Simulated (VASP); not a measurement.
A run of VASP 6.6.1:

File INCAR:

```
SYSTEM = TePb
ALGO = Normal ; EDIFF = 1E-7
ENCUT = 520 ; GGA = PE
ISIF = 2 ; ISMEAR = -1
LASPH = .True. ; LCHARG = .False.
LREAL = .False. ; LWAVE = .False.
NBANDS = 17 ; NELM = 100
PREC = Accurate ; SIGMA = 0.1
```

KPOINTS

```
k-points
0
Gamma
  11 11 11
  0 0 0
```

Contents of POSCAR:

```
TePb
1.0
    3.9146072976      0.0000000000      0.0000000000
    0.0000000000      3.9146072976      0.0000000000
    0.0000000000      0.0000000000      3.9146072976
Pb Te
1 1
Direct
    0.0000000000      0.0000000000      0.0000000000
    0.5000000000      0.5000000000      0.5000000000
```

Potentials or basis: VASP PAW PBE potentials, release 64 (Pb_d, Te).

The run is started by

```sh
$ cat potpaw_PBE.64/Pb_d/POTCAR potpaw_PBE.64/Te/POTCAR > POTCAR
$ mpirun -np 1 vasp_std > vasp.out
```

Hardware: 1 thread of AMD EPYC 9R45 96-Core Processor (Zen 5), with other jobs on the host.

Question: How long does it take, and how much memory?

Answer: It took 24 s on 1 thread of AMD EPYC 9R45 96-Core Processor (Zen 5), on a shared host, peak memory 0.18 GiB. Counts: scf iterations 14, k points 56.
